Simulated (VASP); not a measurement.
## Rh: single point with PBE

Rh:

```
Rh
1.0
     0.00000    1.94852    1.94852
     1.94852    0.00000    1.94852
     1.94852    1.94852    0.00000
Rh
1
Direct
  0.00000 0.00000 0.00000
```

This cell differs from its parent crystal: volume 14.796 Å^3 an atom, c/a of the conventional cell 1.0000.

```json
{"Program": "VASP 6.6.1", "Task": "single point", "Functional": "PBE", "Potentials or basis": "VASP PAW PBE potentials, release 64 (Rh_pv)", "Cutoff": "520 eV", "k mesh": "22 × 22 × 22", "Occupations": "gaussian, width 0.15 eV", "Spin": "no spin polarisation", "Dipole correction": "no", "Further INCAR settings": "ALGO = Fast; EDIFF = 1e-06; NBANDS = 14"}
```

- Pressure: -11.6 GPa

Levels at points of the mesh, in eV from the Fermi level:
```
           k point  band 3  band 4  band 5  band 6  band 7  band 8  band 9  band 10  band 11  band 12
(0.00, 0.00, 0.00)  -46.25   -7.42   -2.74   -2.74   -2.74   -0.88   -0.88    16.03    20.75    21.08
(0.50, 0.00, 0.00)  -46.33   -5.52   -2.80   -2.80    0.50    0.50    0.83     7.93    15.51    20.63
(0.50, 0.50, 0.00)  -46.46   -5.65   -5.31    0.47    0.87    0.87    3.19    11.38    12.90    12.90
```

Run time: 20 s on 1 thread of Intel(R) Xeon(R) 6975P-C (Granite Rapids), with other jobs on the host, peak memory 0.17 GiB.
